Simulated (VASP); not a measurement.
# Mo (P6/mmm) in VASP: further runs

Mo is run at these levels: PBE; tasks: single point.

All numbers are computed with VASP 6.6.1; they aren't measurements. Logs are shortened: lines on timing, memory, paths and dates and some standing lists are left out, and cuts for length are marked.

### 1 The cell of the first run

Symmetry: P6/mmm, No. 191, hexagonal system. Conventional cell: a = 2.255 Å, b = 2.255 Å, c = 2.098 Å, α = 90.00°, β = 90.00°, γ = 120.00°. Within 2.8 Å of Mo (site symmetry 6/mmm) lie 8 Mo at 2.10 to 2.25 Å.

### 2 Single point, PBE

Contents of INCAR:

```
ALGO     = Normal         # electronic algorithm
EDIFF    = 1E-6           # SCF threshold, eV
ENCUT    = 520            # plane-wave cutoff, eV
GGA      = PE             # functional
ISIF     = 2              # what is computed and relaxed
ISMEAR   = -1             # smearing method
LASPH    = T              # aspherical terms in the spheres
LCHARG   = F              # write CHGCAR
LREAL    = F              # projectors in reciprocal space
LWAVE    = F              # write WAVECAR
NBANDS   = 13             # bands
NELM     = 80             # most SCF steps
PREC     = Accurate       # precision mode
SIGMA    = 0.08           # smearing width, eV
```

Contents of KPOINTS:

```
k-points
0
Gamma
  18 18 16
```

Contents of POSCAR:

```
Mo
1.0
    2.2547793402      0.0000000000      0.0000000000
   -1.1273896701      1.9526961885      0.0000000000
    0.0000000000      0.0000000000      2.0983778945
Mo
1
Direct
    0.0000000000      0.0000000000      0.0000000000
```

Potentials or basis: VASP PAW PBE potentials, release 64 (Mo_sv).

Command:

```console
cat potpaw_PBE.64/Mo_sv/POTCAR > POTCAR
mpirun -np 1 vasp_std > vasp.out
```

OUTCAR:

```text
EDIFF = 1E-6
   ENCUT = 520
   GGA = PE
   ISIF = 2
   ISMEAR = -1
   LASPH = T
   LREAL = F
   NELM = 80
   PREC = Accurate

 ion  position               nearest neighbor table
   1  0.000  0.000  0.000-

  LATTYP: Found a hexagonal cell.
 ALAT       =     2.2547793402
 C/A-ratio  =     0.9306355869

  Lattice vectors:

 A1 = (   2.2547793402,   0.0000000000,   0.0000000000)
 A2 = (  -1.1273896701,   1.9526961885,   0.0000000000)
 A3 = (   0.0000000000,   0.0000000000,   2.0983778945)

Analysis of symmetry for initial positions (statically):
=====================================================================
 Subroutine PRICEL returns:
 Original cell was already a primitive cell.

 Routine SETGRP: Setting up the symmetry group for a
 hexagonal supercell.

 Subroutine GETGRP returns: Found 24 space group operations
 (whereof 24 operations were pure point group operations)
 out of a pool of 24 trial point group operations.

The static configuration has the point symmetry D_6h.

Analysis of symmetry for dynamics (positions and initial velocities):
=====================================================================
 Subroutine PRICEL returns:
 Original cell was already a primitive cell.

 Routine SETGRP: Setting up the symmetry group for a
 hexagonal supercell.

 Subroutine GETGRP returns: Found 24 space group operations
 (whereof 24 operations were pure point group operations)
 out of a pool of 24 trial point group operations.

The dynamic configuration has the point symmetry D_6h.

 Subroutine INISYM returns: Found 24 space group operations
 (whereof 24 operations are pure point group operations),
 and found     1 'primitive' translations

----------------------------------------------------------------------------------------

                                     Primitive cell

  volume of cell :       9.2389

  direct lattice vectors                    reciprocal lattice vectors
     2.254779340  0.000000000  0.000000000     0.443502378  0.256056218  0.000000000
    -1.127389670  1.952696189  0.000000000     0.000000000  0.512112435  0.000000000
     0.000000000  0.000000000  2.098377895     0.000000000  0.000000000  0.476558585

  length of vectors
     2.254779340  2.254779340  2.098377895     0.512112435  0.512112435  0.476558585

  position of ions in fractional coordinates (direct lattice)
     0.000000000  0.000000000  0.000000000

  ion indices of the primitive-cell ions
   primitive index   ion index
                 1           1

[... 78 lines left out ...]
   ISYM   =      2    0-nonsym 1-usesym 2-fastsym
   POTIM  = 0.5000    time-step for ionic-motion
   TEBEG  =    0.0;   TEEND  =   0.0 temperature during run
   PSTRESS=    0.0 pullay stress
   NELECT =      14.0000    total number of electrons
   NUPDOWN=      -1.0000    fix difference up-down
   EMIN   =  10.00;   EMAX   =-10.00  energy-range for DOS
   EFERMI =   0.00;   METHOD = LEGACY
   ISMEAR =    -1;   SIGMA  =   0.08  broadening in eV -4-tet -1-fermi 0-gaus
   EFERMI_NEDOS =   21; number of points for ismear=-14 and -15
   IALGO  =     38    algorithm
   IMIX   =      4    mixing-type and parameters
     AMIX     =   0.40;   BMIX     =  1.00
     AMIX_MAG =   1.60;   BMIX_MAG =  1.00
  volume/ion in A,a.u.               =       9.24        62.35
  Fermi-wavevector in a.u.,A,eV,Ry     =   1.880370  3.553384 48.107373  3.535792
  Thomas-Fermi vector in A             =   2.923988
   LORBIT       =      0    0 simple, 1 ext, 2 COOP (PROOUT), +10 PAW based schemes
   GGA     = PE    functional components
   LHFCALC =     F    Hartree Fock is set to
   AEXX    =    0.0000 exact exchange contribution
   IVDW    =     0    specifies the selected vdW correction
   LEPSILON=     F    determine dielectric tensor
   LRPA    =     F    only Hartree local field effects (RPA)
 non-spin polarized calculation
  energy-cutoff  :      520.00
  volume of cell :        9.24
 maximum number of plane-waves:       260
 NGX is ok and might be reduce to    18

 number of electron      13.9999999 magnetization

 Free energy of the ion-electron system (eV)
  ---------------------------------------------------
  ext. energy  EPLUGINS =         0.00000000
  ---------------------------------------------------
  free energy    TOTEN  =        -4.03531338 eV

  energy without entropy =       -4.02543162  energy(sigma->0) =       -4.03037250

 E-fermi :  22.7421     XC(G=0): -16.5276

 val. band max:       22.7360618154   @ k =   0.2222   0.1667   0.3125
 cond. band min:      22.7471410654   @ k =   0.2778   0.0000   0.3750
 fundamental gap:      0.0110792500
 Fermi energy:        22.7420787322

 k-point     1 :       0.0000    0.0000    0.0000
  band No.  band energies     occupation
      1     -40.3283      2.00000
      2     -10.1930      2.00000
      3     -10.1930      2.00000
      4      -9.8828      2.00000
      5      13.9459      2.00000
      6      15.6900      2.00000
      7      20.0520      2.00000
      8      20.0520      2.00000
      9      31.6140      0.00000
     10      31.6140      0.00000
     11      35.0280      0.00000
     12      44.9598      0.00000
     13      50.9434      0.00000
[... 354 lines left out ...]
  band No.  band energies     occupation
      1     -38.6121      2.00000
      2     -16.4415      2.00000
      3     -12.3069      2.00000
      4      -8.9748      2.00000
      5      14.3167      2.00000
      6      18.0487      2.00000
      7      24.2925      0.00000
      8      25.4086      0.00000
      9      29.1447      0.00000
     10      31.8804      0.00000
     11      40.4863      0.00000
     12      41.5092      0.00000
     13      45.0577      0.00000

 [... further k-points ...]

------------------------ aborting loop because EDIFF is reached ----------------------------------------

  FORCE on cell =-STRESS in cart. coord.  units (eV):
  Direction    XX          YY          ZZ          XY          YZ          ZX
  --------------------------------------------------------------------------------------
  -------------------------------------------------------------------------------------
  Total       24.3433793     24.3433793     24.5399539      0.0000000      0.0000000      0.0000000
  in kB     4221.5216533   4221.5216531   4255.6107465      0.0000000      0.0000000      0.0000000
  external PRESSURE =    4232.8846843 kB  Pullay stress =       0.0000000 kB

 VOLUME and BASIS-vectors are now :
 -----------------------------------------------------------------------------
  energy-cutoff  :      520.00
  volume of cell :        9.24
      direct lattice vectors                 reciprocal lattice vectors
     2.254779340  0.000000000  0.000000000     0.443502378  0.256056218  0.000000000
    -1.127389670  1.952696189  0.000000000     0.000000000  0.512112435  0.000000000
     0.000000000  0.000000000  2.098377895     0.000000000  0.000000000  0.476558585

 POSITION                                       TOTAL-FORCE (eV/Angst)
 -----------------------------------------------------------------------------------
      0.00000      0.00000      0.00000         0.000000      0.000000      0.000000
 -----------------------------------------------------------------------------------
    total drift:                               -0.000000      0.000000      0.000000

  FREE ENERGIE OF THE ION-ELECTRON SYSTEM (eV)
  ---------------------------------------------------
  free  energy   TOTEN  =        -4.0353133789 eV

  energy  without entropy=       -4.0254316231  energy(sigma->0) =       -4.03037250
```

OSZICAR:

```text
N       E                     dE             d eps       ncg     rms          rms(c)
DAV:   1     0.997344484143E+02    0.99734E+02   -0.82335E+03  8790   0.118E+03
DAV:   2    -0.325954519344E+01   -0.10299E+03   -0.98667E+02  9758   0.331E+02
DAV:   3    -0.423113962001E+01   -0.97159E+00   -0.97054E+00  9863   0.320E+01
DAV:   4    -0.423276134979E+01   -0.16217E-02   -0.16217E-02 10023   0.154E+00
DAV:   5    -0.423276722859E+01   -0.58788E-05   -0.58795E-05  9893   0.851E-02    0.556E+01
DAV:   6    -0.408477620313E+01    0.14799E+00   -0.78110E-02  9033   0.374E+00    0.305E+01
DAV:   7    -0.403670248664E+01    0.48074E-01   -0.58870E-02  9028   0.311E+00    0.119E+00
DAV:   8    -0.403529975285E+01    0.14027E-02   -0.54635E-03  8938   0.100E+00    0.834E-02
DAV:   9    -0.403531035185E+01   -0.10599E-04   -0.25017E-05 10253   0.599E-02    0.192E-02
DAV:  10    -0.403531348647E+01   -0.31346E-05   -0.25660E-06  9338   0.199E-02    0.106E-02
DAV:  11    -0.403531337894E+01    0.10753E-06   -0.99549E-08  4844   0.422E-03
   1 F= -.40353134E+01 E0= -.40303725E+01  d E =-.988176E-02
```

Run time: 12 s. Hardware: 1 thread of Intel Xeon 6975P-C (Granite Rapids), shared host; peak memory 0.14 GiB.

Results:

```yaml
Free_energy: -4.0353 eV
Pressure: 423.3 GPa
Band_gap_on_the_k_mesh: zero (band 7 reaches 24.64 eV, above the bottom of band 8 at 20.05 eV)
```

### 3 Single point, PBE

Contents of INCAR:

```
SYSTEM = Mo
PREC = Accurate ; ENCUT = 520
EDIFF = 1E-6 ; ISMEAR = -1
SIGMA = 0.08 ; LREAL = .FALSE.
LASPH = .TRUE. ; NELM = 100
ALGO = Normal ; ISIF = 2
LWAVE = .FALSE. ; LCHARG = .FALSE.
GGA = PE ; NBANDS = 13
```

Contents of KPOINTS:

```
regular mesh
0
G
  18 18 16
  0 0 0
```

POSCAR is that of step 2.

Potentials or basis: VASP PAW PBE potentials, release 64 (Mo_sv).

Command:

```console
cat potpaw_PBE.64/Mo_sv/POTCAR > POTCAR
mpirun -np 1 vasp_std > vasp.out
```

OUTCAR:

```text
SYSTEM = Mo
   PREC = Accurate
   ENCUT = 520
   EDIFF = 1E-6
   ISMEAR = -1
   LREAL = .FALSE.
   LASPH = .TRUE.
   NELM = 100
   ISIF = 2
   GGA = PE

 ion  position               nearest neighbor table
   1  0.000  0.000  0.000-

  LATTYP: Found a hexagonal cell.
 ALAT       =     2.2547793402
 C/A-ratio  =     0.9306355869

  Lattice vectors:

 A1 = (   2.2547793402,   0.0000000000,   0.0000000000)
 A2 = (  -1.1273896701,   1.9526961885,   0.0000000000)
 A3 = (   0.0000000000,   0.0000000000,   2.0983778945)

Analysis of symmetry for initial positions (statically):
=====================================================================
 Subroutine PRICEL returns:
 Original cell was already a primitive cell.

 Routine SETGRP: Setting up the symmetry group for a
 hexagonal supercell.

 Subroutine GETGRP returns: Found 24 space group operations
 (whereof 24 operations were pure point group operations)
 out of a pool of 24 trial point group operations.

The static configuration has the point symmetry D_6h.

Analysis of symmetry for dynamics (positions and initial velocities):
=====================================================================
 Subroutine PRICEL returns:
 Original cell was already a primitive cell.

 Routine SETGRP: Setting up the symmetry group for a
 hexagonal supercell.

 Subroutine GETGRP returns: Found 24 space group operations
 (whereof 24 operations were pure point group operations)
 out of a pool of 24 trial point group operations.

The dynamic configuration has the point symmetry D_6h.

 Subroutine INISYM returns: Found 24 space group operations
 (whereof 24 operations are pure point group operations),
 and found     1 'primitive' translations

----------------------------------------------------------------------------------------

                                     Primitive cell

  volume of cell :       9.2389

[... 108 lines left out ...]
  Fermi-wavevector in a.u.,A,eV,Ry     =   1.880370  3.553384 48.107373  3.535792
  Thomas-Fermi vector in A             =   2.923988
   LORBIT       =      0    0 simple, 1 ext, 2 COOP (PROOUT), +10 PAW based schemes
   GGA     = PE    functional components
   LHFCALC =     F    Hartree Fock is set to
   AEXX    =    0.0000 exact exchange contribution
   IVDW    =     0    specifies the selected vdW correction
   LEPSILON=     F    determine dielectric tensor
   LRPA    =     F    only Hartree local field effects (RPA)
 non-spin polarized calculation
  energy-cutoff  :      520.00
  volume of cell :        9.24
 maximum number of plane-waves:       260
 NGX is ok and might be reduce to    18

 number of electron      13.9999999 magnetization

 Free energy of the ion-electron system (eV)
  ---------------------------------------------------
  ext. energy  EPLUGINS =         0.00000000
  ---------------------------------------------------
  free energy    TOTEN  =        -4.03531338 eV

  energy without entropy =       -4.02543162  energy(sigma->0) =       -4.03037250

 E-fermi :  22.7421     XC(G=0): -16.5276

 val. band max:       22.7360618154   @ k =   0.2222   0.1667   0.3125
 cond. band min:      22.7471410654   @ k =   0.2778   0.0000   0.3750
 fundamental gap:      0.0110792500
 Fermi energy:        22.7420787322

 k-point     1 :       0.0000    0.0000    0.0000
  band No.  band energies     occupation
      1     -40.3283      2.00000
      2     -10.1930      2.00000
      3     -10.1930      2.00000
      4      -9.8828      2.00000
      5      13.9459      2.00000
      6      15.6900      2.00000
      7      20.0520      2.00000
      8      20.0520      2.00000
      9      31.6140      0.00000
     10      31.6140      0.00000
     11      35.0280      0.00000
     12      44.9598      0.00000
     13      50.9434      0.00000
[... 354 lines left out ...]
  band No.  band energies     occupation
      1     -38.6121      2.00000
      2     -16.4415      2.00000
      3     -12.3069      2.00000
      4      -8.9748      2.00000
      5      14.3167      2.00000
      6      18.0487      2.00000
      7      24.2925      0.00000
      8      25.4086      0.00000
      9      29.1447      0.00000
     10      31.8804      0.00000
     11      40.4863      0.00000
     12      41.5092      0.00000
     13      45.0577      0.00000

 [... further k-points ...]
[... 5 lines left out ...]
  --------------------------------------------------------------------------------------
  -------------------------------------------------------------------------------------
  Total       24.3433793     24.3433793     24.5399539      0.0000000      0.0000000      0.0000000
  in kB     4221.5216533   4221.5216531   4255.6107465      0.0000000      0.0000000      0.0000000
  external PRESSURE =    4232.8846843 kB  Pullay stress =       0.0000000 kB

 VOLUME and BASIS-vectors are now :
 -----------------------------------------------------------------------------
  energy-cutoff  :      520.00
  volume of cell :        9.24
      direct lattice vectors                 reciprocal lattice vectors
     2.254779340  0.000000000  0.000000000     0.443502378  0.256056218  0.000000000
    -1.127389670  1.952696189  0.000000000     0.000000000  0.512112435  0.000000000
     0.000000000  0.000000000  2.098377895     0.000000000  0.000000000  0.476558585

 POSITION                                       TOTAL-FORCE (eV/Angst)
 -----------------------------------------------------------------------------------
      0.00000      0.00000      0.00000         0.000000      0.000000      0.000000
 -----------------------------------------------------------------------------------
    total drift:                               -0.000000      0.000000      0.000000

  FREE ENERGIE OF THE ION-ELECTRON SYSTEM (eV)
  ---------------------------------------------------
  free  energy   TOTEN  =        -4.0353133789 eV

  energy  without entropy=       -4.0254316231  energy(sigma->0) =       -4.03037250
```

stdout:

```text
POSCAR found type information on POSCAR Mo
 POSCAR found :  1 types and       1 ions
 scaLAPACK will be used
 LDA part: xc-table for (Slater+PW92), standard interpolation
 POSCAR, INCAR and KPOINTS ok, starting setup
 FFT: planning ... GRIDC
 FFT: planning ... GRID_SOFT
 FFT: planning ... GRID
 WAVECAR not read
 entering main loop
```

It took 12 s on 1 thread of Intel Xeon 6975P-C (Granite Rapids), shared host; peak memory 0.15 GiB.

Results:

| Quantity | Value |
| --- | --- |
| Free energy | -4.0353 eV |
| Pressure | 423.3 GPa |
| Band gap on the k mesh | zero (band 7 reaches 24.64 eV, above the bottom of band 8 at 20.05 eV) |

[end of part 1 of 2]
